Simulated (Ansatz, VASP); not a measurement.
## One calculation of Nb, two programs

```
Nb
1.0
    -1.65113    1.65113    1.65113
     1.65113   -1.65113    1.65113
     1.65113    1.65113   -1.65113
Nb
1
Direct
  0.00000 0.00000 0.00000
```

Alike in both runs: task single point; functional r2SCAN; k mesh 13 × 13 × 13; occupations fermi-dirac, width 1 eV; no spin polarisation.

|  | VASP | Ansatz |
| --- | --- | --- |
| version | VASP 6.6.1 | Ansatz 0.2.0 |
| potentials or method | VASP PAW PBE potentials, release 64 (Nb_sv), cutoff 520 eV | plane waves (500 eV) with PAW, scalar-relativistic |
| valence electrons in the cell | 13 | 13 |

|  | VASP | Ansatz | Ansatz less VASP |
| --- | --- | --- | --- |
| pressure (GPa) | 15.9 | 16.1 | +0.21 |

VASP's potentials were made for PBE, not for r2SCAN.
